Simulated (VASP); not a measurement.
Write the native input for VASP 6.6.1 that does the following.

```yaml
Task: single point
Functional: r2SCAN
Potentials_or_basis: VASP PAW PBE potentials, release 64 (Pb_d, F)
Cutoff: 520 eV
k_mesh: 8 × 8 × 8
Occupations: gaussian, width 0.05 eV
Spin: no spin polarisation
Dipole_correction: no
Further_INCAR_settings: ALGO = Normal; EDIFF = 1e-06; NBANDS = 21
```

The system is PbF2.

```xyz
3
Lattice="0.0000 3.4284 2.2285 3.4284 0.0000 2.2285 3.4284 3.4284 0.0000" Properties=species:S:1:pos:R:3 pbc="T T T"
Pb    0.0000    0.0000    0.0000
F     1.7142    1.7142    1.1142
F     5.1427    5.1427    3.3427
```

This cell differs from its parent crystal: ratio of the length along z to the lengths across it x 0.65, volume and fractional coordinates fixed.

One way to write it, as run:

POSCAR

```
PbF2
1.0
    0.0000000000      3.4284413872      2.2284869017
    3.4284413872      0.0000000000      2.2284869017
    3.4284413872      3.4284413872      0.0000000000
Pb F
1 2
Direct
    0.0000000000      0.0000000000      0.0000000000
    0.2500000000      0.2500000000      0.2500000000
    0.7500000000      0.7500000000      0.7500000000
```

INCAR.step1

```
SYSTEM = PbF2
ALGO = Normal ; EDIFF = 1E-4
ENCUT = 520 ; GGA = PE
ISMEAR = 0 ; LASPH = .TRUE.
LCHARG = .FALSE. ; LREAL = .FALSE.
LWAVE = .TRUE. ; NBANDS = 21
NELM = 100 ; PREC = Accurate
SIGMA = 0.05
```

INCAR.step2

```
SYSTEM = PbF2
ALGO = Normal ; EDIFF = 1E-6
ENCUT = 520 ; ISIF = 2
ISMEAR = 0 ; ISTART = 1
LASPH = .TRUE. ; LCHARG = .TRUE.
LELF = .TRUE. ; LMIXTAU = .TRUE.
LREAL = .FALSE. ; LVHAR = .TRUE.
LWAVE = .FALSE. ; METAGGA = R2SCAN
NBANDS = 21 ; NELM = 100
PREC = Accurate ; SIGMA = 0.05
```

KPOINTS

```
k-points
0
G
  8 8 8
  0 0 0
```

Potentials or basis: VASP PAW PBE potentials, release 64 (Pb_d, F).

Command:

```sh
$ cat potpaw_PBE.64/Pb_d/POTCAR potpaw_PBE.64/F/POTCAR > POTCAR
$ cp INCAR.step1 INCAR
$ mpirun -np 1 vasp_std > vasp.out
$ cp INCAR.step2 INCAR
$ mpirun -np 1 vasp_std > vasp.out
```

It gave:

```
Pressure               : -1.8 GPa
Band gap on the k mesh : 2.01 eV (least direct gap 2.71 eV)
```

Caveat: the PAW data sets were made with another functional, which shifts forces and pressure a little; spin-orbit coupling is left out, which moves the levels of the heavy elements.

Run time: 8.1 min on 1 thread of AMD EPYC 7R43 64-Core Processor (Zen 3), with other jobs on the host, peak memory 0.17 GiB.
